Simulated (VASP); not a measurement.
Runs of VASP 6.6.1 on C. The structure is that of space group P6_3/mmc (No. 194), or close to it. The cells are those of the table. 

```csv
cell,gap on the mesh (eV),pressure (GPa)
"a = 2.646, b = 2.646, c = 6.075 Å, angles 90.0, 90.0, 120.0°, 4 atoms",none,-47.7
"a = 2.416, b = 2.416, c = 7.283 Å, angles 90.0, 90.0, 120.0°, 4 atoms",none,14.3
"a = 2.250, b = 2.250, c = 8.397 Å, angles 90.0, 90.0, 120.0°, 4 atoms",none,(a)
"a = 2.490, b = 2.490, c = 6.861 Å, angles 90.0, 90.0, 120.0°, 4 atoms",none,-9.9
```

Alike in all rows: task single point; level r2SCAN; potentials or basis VASP PAW PBE potentials, release 64 (C); no spin polarisation; k mesh 24 × 24 × 8; cutoff (eV) 520; smearing gaussian 0.15 eV.

Fill in the values left out.

(a) 87.1.

Caveats: the PAW data sets were made with another functional, which shifts forces and pressure a little; the cell stands under tension (at least some runs); the cell stands under pressure (at least some runs).

A gap of «none» marks levels without a gap at the run's occupations.
